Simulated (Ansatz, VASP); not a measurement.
# One calculation of Sn2Se, two programs

Contents of INCAR:

```
PREC = Accurate ; ENCUT = 600
EDIFF = 1E-7 ; ISMEAR = 0
SIGMA = 0.1 ; LREAL = F
LASPH = T ; NELM = 80
ALGO = Normal ; ISIF = 3
LWAVE = F ; LCHARG = F
GGA = PE ; IBRION = 2
NSW = 90 ; EDIFFG = -0.04
```

The input KPOINTS:

```
regular mesh
0
Gamma
  4 4 4
```

POSCAR

```
Sn2Se
1.0
    4.1734417300      0.0000000000      0.0000000000
    0.0000000000      4.1734417300      0.0000000000
    0.0000000000      0.0000000000      4.8087400400
Sn Se
2 1
Direct
    0.0000000000      0.5000000000      0.5000000000
    0.5000000000      0.0000000000      0.5000000000
    0.5000000000      0.5000000000      0.5000000000
```

Input for Ansatz:

```yaml
crystal:
  lattice:
    - [4.17344173, 0.0, 0.0]
    - [0.0, 4.17344173, 0.0]
    - [0.0, 0.0, 4.80874004]
  atoms:
    - { symbol: Sn, position: [0.0, 0.5, 0.5] }
    - { symbol: Sn, position: [0.5, 0.0, 0.5] }
    - { symbol: Se, position: [0.5, 0.5, 0.5] }
basis:
  ecutwfc: 420
kpoints:
  mp_grid: { grid: [4, 4, 4] }
hamiltonian:
  xc: pbe
scf:
  occupations: { method: gaussian, width: 0.1 }
  lower_state_search: "off"
output:
  forces: true
  stress: true
  eigenvalues: true
relax:
  adjacent_minimum: "off"
  f_tol: 0.04
  max_steps: 70
  cell: { stress_tol: 0.4 }
```

Alike in both runs: task relaxation of cell and atoms; functional PBE; k mesh 4 × 4 × 4; occupations gaussian, width 0.1 eV; no spin polarisation.

|  | VASP | Ansatz |
| --- | --- | --- |
| version | VASP 6.6.1 | Ansatz 0.2.0 |
| potentials or method | VASP PAW PBE potentials, release 64 (Sn_d, Se), cutoff 600 eV | scalar-relativistic, plane waves, PAW |
| valence electrons in the cell | 34 | 44 |

```csv
,VASP,Ansatz,Ansatz less VASP
"gap on the k mesh at the Fermi level, each at its own relaxed structure (eV)",none,none,-
relaxed volume (Å³/atom),32.38,32.42,+0.038
relaxed length of the cell vector where the two differ most in proportion (Å),5.802,5.807,+0.0045
```

A gap of «none» marks a metal or a gap that the smearing closes. VASP's potentials hold 34 valence electrons a cell and Ansatz's 44, so a difference there can come from the potentials and not from the codes.

The k mesh is coarse, so the values compare programs but aren't converged. Noted on VASP's run: the volume moved by over 15 % at a fixed basis, so the end points are rough.
